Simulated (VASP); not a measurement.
A run of VASP 6.6.1 is set up as follows.

Contents of INCAR:

```
ALGO = Normal
EDIFF = 1E-6
ENCUT = 520
GGA = PE
ISIF = 2
ISMEAR = -1
LASPH = T
LCHARG = F
LREAL = F
LWAVE = F
NBANDS = 11
NELM = 100
PREC = Accurate
SIGMA = 0.02
```

Contents of KPOINTS:

```
k-points
0
Gamma
  12 12 12
```

Contents of POSCAR:

```
C
1.0
   -0.0573199973      1.7228041438      1.7228041438
    1.7228041438     -0.0573199973      1.7228041438
    1.7228041438      1.7228041438     -0.0573199973
C
2
Direct
   -0.0007816112     -0.0007816112     -0.0007816112
    0.2507816112      0.2507816112      0.2507816112
```

Potentials or basis: VASP PAW PBE potentials, release 64 (C).

Launch:

```console
$ cat potpaw_PBE.64/C/POTCAR > POTCAR
$ mpirun -np 1 vasp_std > vasp.out
```

(1) What does it give for the largest force?

(2) Predict the pressure.

(3) Predict the band gap on the k mesh.

Answers

(1) 0.090 eV/Å.

(2) 30.6 GPa.

(3) 3.98 eV, indirect (least direct gap 5.18 eV).

Caveat: the cell differs from its parent crystal (strain along [111] -4.8%).
